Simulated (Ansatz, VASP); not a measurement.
# GaN: VASP beside Ansatz

```
CELL_PARAMETERS angstrom
3.26273 0.00000 0.00000
-1.63136 2.82561 0.00000
0.00000 0.00000 5.31322
ATOMIC_POSITIONS crystal
Ga 0.33333 0.66667 0.99901
Ga 0.66667 0.33333 0.49901
N 0.33333 0.66667 0.37599
N 0.66667 0.33333 0.87599
```

Change from the starting cell: hydrostatic strain +2.5%.

Alike in both runs: task single point; functional r2SCAN; k mesh 12 × 12 × 6; no spin polarisation.

```csv
,VASP,Ansatz
version,VASP 6.6.1,Ansatz 0.2.0
potentials or method,"VASP PAW PBE potentials, release 64 (Ga_d, N)","plane waves, PAW"
plane-wave cutoff (eV),520,500
occupations,"gaussian, width 0.01 eV",fixed
valence electrons in the cell,36,36
```

VASP gave:

```
gap on the k mesh at the Fermi level (eV)                     : 1.83
pressure (GPa)                                                : -11.6
traceless stress, the component that is largest in VASP (GPa) : 0.09
```

Question: Estimate Ansatz's values.

Answer: gap on the k mesh at the Fermi level (eV): 1.84; pressure (GPa): -12.4; traceless stress, the component that is largest in VASP (GPa): 0.04.

VASP's potentials were made for PBE, not for r2SCAN.
